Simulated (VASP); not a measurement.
# Tl (I4/mmm) in VASP: single point with PBE+D3(BJ)

Aim: the single point of Tl with PBE+D3(BJ).

All numbers are computed with VASP 6.6.1; they aren't measurements. Logs are shortened: lines on timing, memory, paths and dates and some standing lists are left out, and cuts for length are marked.

### 1 The cell of the first run

Symmetry: I4/mmm, No. 139, tetragonal system. The conventional cell has a = 3.432 Å, b = 3.432 Å, c = 5.096 Å, α = 90.00°, β = 90.00°, γ = 90.00°. Tl (site symmetry 4/mmm) has 12 Tl at 3.43 to 3.52 Å within 4.5 Å.

### 2 Single point, PBE+D3(BJ)

INCAR

```
SYSTEM = Tl
  PREC = Accurate
  ENCUT = 520
  EDIFF = 1E-6
  ISMEAR = 0
  SIGMA = 0.15
  LREAL = .False.
  LASPH = .True.
  NELM = 80
  ALGO = Fast
  ISIF = 2
  LWAVE = .False.
  LCHARG = .False.
  GGA = PE
  IVDW = 12
  NBANDS = 12
```

KPOINTS

```
regular mesh
0
Gamma
  18 18 18
  0 0 0
```

POSCAR

```
Tl
1.0
    0.0000000000      2.4265545783      2.5478823072
    2.4265545783      0.0000000000      2.5478823072
    2.4265545783      2.4265545783      0.0000000000
Tl
1
Direct
    0.0000000000      0.0000000000      0.0000000000
```

Potentials or basis: VASP PAW PBE potentials, release 64 (Tl_d).

On the command line:

```bash
$ cat potpaw_PBE.64/Tl_d/POTCAR > POTCAR
$ mpirun -np 1 vasp_std > vasp.out
```

OUTCAR:

```text
SYSTEM = Tl
   PREC = Accurate
   ENCUT = 520
   EDIFF = 1E-6
   ISMEAR = 0
   LREAL = .False.
   LASPH = .True.
   NELM = 80
   ISIF = 2
   GGA = PE
   IVDW = 12
 IVDW          = 12

 ion  position               nearest neighbor table
   1  0.000  0.000  0.000-

  LATTYP: Found a body centered tetragonal cell.
 ALAT       =     3.4316663945
 C/A-ratio  =     1.4849242405

  Lattice vectors:

 A1 = (  -2.4265545783,   0.0000000000,   2.5478823072)
 A2 = (   2.4265545783,   0.0000000000,   2.5478823072)
 A3 = (   0.0000000000,   2.4265545783,  -2.5478823072)

Analysis of symmetry for initial positions (statically):
=====================================================================
 Subroutine PRICEL returns:
 Original cell was already a primitive cell.

 Routine SETGRP: Setting up the symmetry group for a
 body centered tetragonal supercell.

 Subroutine GETGRP returns: Found 16 space group operations
 (whereof 16 operations were pure point group operations)
 out of a pool of 16 trial point group operations.

The static configuration has the point symmetry D_4h.

Analysis of symmetry for dynamics (positions and initial velocities):
=====================================================================
 Subroutine PRICEL returns:
 Original cell was already a primitive cell.

 Routine SETGRP: Setting up the symmetry group for a
 body centered tetragonal supercell.

 Subroutine GETGRP returns: Found 16 space group operations
 (whereof 16 operations were pure point group operations)
 out of a pool of 16 trial point group operations.

The dynamic configuration has the point symmetry D_4h.

 Subroutine INISYM returns: Found 16 space group operations
 (whereof 16 operations are pure point group operations),
 and found     1 'primitive' translations

----------------------------------------------------------------------------------------

                                     Primitive cell

  volume of cell :      30.0047

  direct lattice vectors                    reciprocal lattice vectors
     0.000000000  2.426554578  2.547882307    -0.206053474  0.206053474  0.196241404
     2.426554578  0.000000000  2.547882307     0.206053474 -0.206053474  0.196241404
     2.426554578  2.426554578  0.000000000     0.206053474  0.206053474 -0.196241404

  length of vectors
     3.518504139  3.518504139  3.431666394     0.351321443  0.351321443  0.351321443

  position of ions in fractional coordinates (direct lattice)
     0.000000000  0.000000000  0.000000000

  ion indices of the primitive-cell ions
   primitive index   ion index
                 1           1

----------------------------------------------------------------------------------------

 KPOINTS: regular mesh

Automatic generation of k-mesh.
 Grid dimensions read from file:
 generate k-points for:   18   18   18

 Generating k-lattice:

  Cartesian coordinates                     Fractional coordinates (reciprocal lattice)
    -0.011447415  0.011447415  0.010902300     0.055555556  0.000000000  0.000000000
     0.011447415 -0.011447415  0.010902300     0.000000000  0.055555556  0.000000000
     0.011447415  0.011447415 -0.010902300    -0.000000000 -0.000000000  0.055555556

  Length of vectors
     0.019517858  0.019517858  0.019517858

  Shift w.r.t. Gamma in fractional coordinates (k-lattice)
     0.000000000  0.000000000  0.000000000

 Subroutine IBZKPT returns following result:
 ===========================================

 Found    480 irreducible k-points:

 Following reciprocal coordinates:
            Coordinates               Weight
  0.000000  0.000000  0.000000      1.000000
  0.055556 -0.000000  0.000000      8.000000
  0.111111 -0.000000  0.000000      8.000000
  0.166667 -0.000000  0.000000      8.000000
  0.222222  0.000000  0.000000      8.000000
  0.277778  0.000000  0.000000      8.000000
[... 16 lines left out ...]
 -0.277778  0.055556  0.000000      8.000000
 -0.222222  0.055556  0.000000      8.000000
 [... further k-points ...]
   k-points           NKPTS =    480   k-points in BZ     NKDIM =    480   number of bands    NBANDS=     12
   number of dos      NEDOS =    301   number of ions     NIONS =      1
   total plane-waves  NPLWV =  21952
   dimension x,y,z NGX =    28 NGY =   28 NGZ =   28
   dimension x,y,z NGXF=    56 NGYF=   56 NGZF=   56
   ions per type =               1
   NGX,Y,Z   is equivalent  to a cutoff of  13.23, 13.23, 13.56 a.u.
   NGXF,Y,Z  is equivalent  to a cutoff of  26.46, 26.46, 27.13 a.u.
 SYSTEM =  Tl
   PREC   = accura    normal or accurate (medium, high low for compatibility)
   ISTART =      0    job   : 0-new  1-cont  2-samecut
   ICHARG =      2    charge: 1-file 2-atom 10-const
   ISPIN  =      1    spin polarized calculation?
   LNONCOLLINEAR =      F non collinear calculations
   LSORBIT =      F    spin-orbit coupling
   LASPH  =      T    aspherical Exc in radial PAW
   ENCUT  =  520.0 eV  38.22 Ry    6.18 a.u.   6.54  6.54  6.38*2*pi/ulx,y,z
   NELM   =     80;   NELMIN=  2; NELMDL= -5     # of ELM steps
   EDIFF  = 0.1E-05   stopping-criterion for ELM
   LREAL  =      F    real-space projection
[... 7 lines left out ...]
   TEBEG  =    0.0;   TEEND  =   0.0 temperature during run
   PSTRESS=    0.0 pullay stress
   NELECT =      13.0000    total number of electrons
   NUPDOWN=      -1.0000    fix difference up-down
   EMIN   =  10.00;   EMAX   =-10.00  energy-range for DOS
   EFERMI =   0.00;   METHOD = LEGACY
   ISMEAR =     0;   SIGMA  =   0.15  broadening in eV -4-tet -1-fermi 0-gaus
   EFERMI_NEDOS =   21; number of points for ismear=-14 and -15
   IALGO  =     68    algorithm
   IMIX   =      4    mixing-type and parameters
     AMIX     =   0.40;   BMIX     =  1.00
     AMIX_MAG =   1.60;   BMIX_MAG =  1.00
  volume/ion in A,a.u.               =      30.00       202.48
  Fermi-wavevector in a.u.,A,eV,Ry     =   1.238776  2.340947 20.879038  1.534566
  Thomas-Fermi vector in A             =   2.373287
   LORBIT       =      0    0 simple, 1 ext, 2 COOP (PROOUT), +10 PAW based schemes
   GGA     = PE    functional components
   LHFCALC =     F    Hartree Fock is set to
   AEXX    =    0.0000 exact exchange contribution
   IVDW    =    12    specifies the selected vdW correction
   LEPSILON=     F    determine dielectric tensor
   LRPA    =     F    only Hartree local field effects (RPA)
 non-spin polarized calculation
 RMM-DIIS sequential band-by-band and
 Gauss-broadening in eV      SIGMA  =   0.15
  energy-cutoff  :      520.00
  volume of cell :       30.00
 maximum number of plane-waves:       827
 NGX is ok and might be reduce to    28
   NGX = 13   NGY = 13   NGZ = 13

 number of electron      12.9999999 magnetization

 Free energy of the ion-electron system (eV)
  ---------------------------------------------------
  ext. energy  EPLUGINS =         0.00000000
  ---------------------------------------------------
  free energy    TOTEN  =        -2.20624171 eV

  energy without entropy =       -2.19970413  energy(sigma->0) =       -2.20297292

 E-fermi :   6.0377     XC(G=0):  -9.9535

 val. band max:        6.0299088577   @ k =   0.5000   0.0556   0.2778
 cond. band min:       6.0397528626   @ k =  -0.3333   0.0556   0.0000
 fundamental gap:      0.0098440049
 Fermi energy:         6.0376653161

 k-point     1 :       0.0000    0.0000    0.0000
  band No.  band energies     occupation
      1      -5.5364      2.00000
      2      -5.4389      2.00000
      3      -5.4389      2.00000
      4      -5.2750      2.00000
      5      -5.1846      2.00000
      6      -3.6451      2.00000
      7      15.9275      0.00000
      8      15.9275      0.00000
      9      16.0406      0.00000
     10      16.9864      0.00000
     11      19.8588      0.00000
     12      20.7347      0.00000

 k-point     2 :       0.0556   -0.0000    0.0000
  band No.  band energies     occupation
      1      -5.5306      2.00000
      2      -5.4388      2.00000
      3      -5.4317      2.00000
      4      -5.2749      2.00000
      5      -5.1870      2.00000
      6      -3.5819      2.00000
      7      15.1329      0.00000
      8      15.8723      0.00000
      9      15.9097      0.00000
     10      16.9210      0.00000
     11      20.1389      0.00000
     12      20.7911      0.00000

 k-point     3 :       0.1111   -0.0000    0.0000
  band No.  band energies     occupation
      1      -5.5187      2.00000
      2      -5.4387      2.00000
      3      -5.4127      2.00000
      4      -5.2712      2.00000
      5      -5.1922      2.00000
      6      -3.3898      2.00000
      7      13.4703      0.00000
      8      15.6393      0.00000
      9      15.7202      0.00000
     10      16.8641      0.00000
     11      20.0897      0.00000
     12      20.6712      0.00000

 k-point     4 :       0.1667   -0.0000    0.0000
  band No.  band energies     occupation
      1      -5.5152      2.00000
      2      -5.4391      2.00000
      3      -5.3899      2.00000
      4      -5.2541      2.00000
      5      -5.1932      2.00000
      6      -3.0641      2.00000
      7      11.6549      0.00000
      8      15.2596      0.00000
      9      15.5024      0.00000
     10      16.8145      0.00000
     11      19.5442      0.00000
     12      20.8337      0.00000

 k-point     5 :       0.2222    0.0000    0.0000
  band No.  band energies     occupation
      1      -5.5294      2.00000
      2      -5.4440      2.00000
      3      -5.3765      2.00000
      4      -5.2145      2.00000
      5      -5.1791      2.00000
      6      -2.6026      2.00000
      7       9.8629      0.00000
      8      14.8306      0.00000
      9      15.2520      0.00000
     10      16.7621      0.00000
     11      18.9984      0.00000
     12      20.4970      0.00000
[... 228 lines left out ...]
      1      -5.6107      2.00000
      2      -5.4913      2.00000
      3      -5.4047      2.00000
      4      -5.0696      2.00000
      5      -5.0216      2.00000
      6      -0.1221      2.00000
      7       4.6829      2.00000
      8      12.7733      0.00000
      9      14.6935      0.00000
     10      16.6207      0.00000
     11      18.5478      0.00000
     12      19.5782      0.00000

 k-point    22 :      -0.3333    0.0556    0.0000
  band No.  band energies     occupation
      1      -5.5867      2.00000
      2      -5.4772      2.00000
      3      -5.3917      2.00000
      4      -5.1136      2.00000
      5      -5.0614      2.00000
      6      -0.9429      2.00000
      7       6.0398      0.98430
      8      12.8972      0.00000
      9      15.0470      0.00000
     10      16.8513      0.00000
     11      18.6742      0.00000
     12      19.7875      0.00000

 k-point    23 :      -0.2778    0.0556    0.0000
  band No.  band energies     occupation
      1      -5.5566      2.00000
      2      -5.4622      2.00000
      3      -5.3768      2.00000
      4      -5.1621      2.00000
      5      -5.1152      2.00000
      6      -1.6963      2.00000
      7       7.5752      0.00000
      8      13.1327      0.00000
      9      15.4249      0.00000
     10      17.0741      0.00000
     11      18.8953      0.00000
     12      20.0252      0.00000

 k-point    24 :      -0.2222    0.0556    0.0000
  band No.  band energies     occupation
      1      -5.5255      2.00000
      2      -5.4517      2.00000
      3      -5.3688      2.00000
      4      -5.2019      2.00000
      5      -5.1721      2.00000
      6      -2.3375      2.00000
      7       9.2351      0.00000
      8      13.4650      0.00000
      9      15.7735      0.00000
     10      17.2196      0.00000
     11      19.2609      0.00000
     12      20.3838      0.00000

 [... further k-points ...]

------------------------ aborting loop because EDIFF is reached ----------------------------------------

 Edisp (eV)   -0.32612

 E8    (eV) :    -0.1705

  FORCE on cell =-STRESS in cart. coord.  units (eV):
  Direction    XX          YY          ZZ          XY          YZ          ZX
  --------------------------------------------------------------------------------------
  -------------------------------------------------------------------------------------
  Total      -0.14082    -0.14082    -0.16032     0.00000     0.00000     0.00000
  in kB      -7.51952    -7.51952    -8.56060     0.00000     0.00000     0.00000
  external pressure =       -7.87 kB  Pullay stress =        0.00 kB

 VOLUME and BASIS-vectors are now :
 -----------------------------------------------------------------------------
  energy-cutoff  :      520.00
  volume of cell :       30.00
      direct lattice vectors                 reciprocal lattice vectors
     0.000000000  2.426554578  2.547882307    -0.206053474  0.206053474  0.196241404
     2.426554578  0.000000000  2.547882307     0.206053474 -0.206053474  0.196241404
     2.426554578  2.426554578  0.000000000     0.206053474  0.206053474 -0.196241404

 POSITION                                       TOTAL-FORCE (eV/Angst)
 -----------------------------------------------------------------------------------
      0.00000      0.00000      0.00000         0.000000      0.000000     -0.000000
 -----------------------------------------------------------------------------------
    total drift:                               -0.000000     -0.000000     -0.000000

  FREE ENERGIE OF THE ION-ELECTRON SYSTEM (eV)
  ---------------------------------------------------
  free  energy   TOTEN  =        -2.5323649784 eV

  energy  without entropy=       -2.5258273994  energy(sigma->0) =       -2.52909619
```

Wall time 58 s (1 thread of Intel Xeon 6975P-C (Granite Rapids), shared host); peak memory 0.29 GiB.

What came out:

```yaml
Free_energy: -2.5324 eV
Pressure: -0.8 GPa
Dispersion_energy_per_atom: -0.326 eV
```

Caveat: spin-orbit coupling is left out, which moves the levels of the heavy elements; pairwise dispersion overbinds metals, which lowers pressure and volume.
